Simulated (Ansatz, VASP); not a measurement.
One calculation of AgCl, two programs

```
Ag Cl
1.0
    -2.14824    2.14824    3.01181
     2.14824   -2.14824    3.01181
     2.14824    2.14824   -3.01181
Ag Cl
1 1
Direct
  0.00000 0.00000 0.00000
  0.25000 0.75000 0.50000
```

Alike in both runs: task relaxation of cell and atoms; functional PBE; k mesh 10 × 10 × 10; occupations gaussian, width 0.02 eV; no spin polarisation.

|  | VASP | Ansatz |
| --- | --- | --- |
| version | VASP 6.6.1 | Ansatz 0.2.0 |
| potentials or method | VASP PAW PBE potentials, release 64 (Ag, Cl), cutoff 600 eV | scalar-relativistic, plane waves, PAW |
| valence electrons in the cell | 18 | 26 |

|  | VASP | Ansatz | Ansatz less VASP |
| --- | --- | --- | --- |
| gap on the k mesh at the Fermi level, each at its own relaxed structure (eV) | 1.28 | 1.29 | +0.002 |
| relaxed volume (Å³/atom) | 27.75 | 27.80 | +0.052 |
| relaxed cell length with the largest relative difference (Å) | 4.275 | 4.278 | +0.0025 |

VASP's potentials hold 18 valence electrons a cell and Ansatz's 26, so a difference there can come from the potentials and not from the codes.
